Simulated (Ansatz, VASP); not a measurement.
Ba: VASP beside Ansatz

File INCAR:

```
PREC = Accurate
ENCUT = 500
EDIFF = 1E-6
ISMEAR = 1
SIGMA = 0.1
LREAL = F
LASPH = T
NELM = 120
ALGO = Normal
ISIF = 2
LWAVE = F
LCHARG = T
GGA = PS
LELF = T
LVHAR = T
NBANDS = 11
GGA_COMPAT = F
```

KPOINTS

```
regular mesh
0
Gamma
  23 23 23
```

File POSCAR:

```
Ba
1.0
   -2.5100000000      2.5100000000      2.5100000000
    2.5100000000     -2.5100000000      2.5100000000
    2.5100000000      2.5100000000     -2.5100000000
Ba
1
Direct
    0.0000000000      0.0000000000      0.0000000000
```

Input for Ansatz:

```yaml
crystal:
  lattice:
    - [-2.51, 2.51, 2.51]
    - [2.51, -2.51, 2.51]
    - [2.51, 2.51, -2.51]
  atoms:
    - { symbol: Ba, position: [0.0, 0.0, 0.0] }
kpoints:
  mp_grid: { grid: [23, 23, 23] }
scf:
  occupations: { method: cold, width: 0.1 }
hamiltonian:
  xc: pbesol
  pseudopotentials: { kind: paw, azcp: { folder: soft_1 } }
output:
  forces: true
  stress: true
  populations: false
```

Alike in both runs: task single point; functional PBEsol; k mesh 23 × 23 × 23; no spin polarisation.

```csv
,VASP,Ansatz
version,VASP 6.6.1,Ansatz 0.2.0
potentials or method,"VASP PAW PBE potentials, release 64 (Ba_sv)","plane-wave PAW, scalar-relativistic"
plane-wave cutoff (eV),500,420
occupations,"methfessel-paxton of order 1, width 0.1 eV","cold, width 0.1 eV"
valence electrons in the cell,10,10
```

```csv
,VASP,Ansatz,Ansatz less VASP
pressure (GPa),-0.6,-0.7,-0.06
```

VASP's potentials were made for PBE, not for PBEsol, and Ansatz warns of the same on its side.

Neither program's run includes spin-orbit coupling.
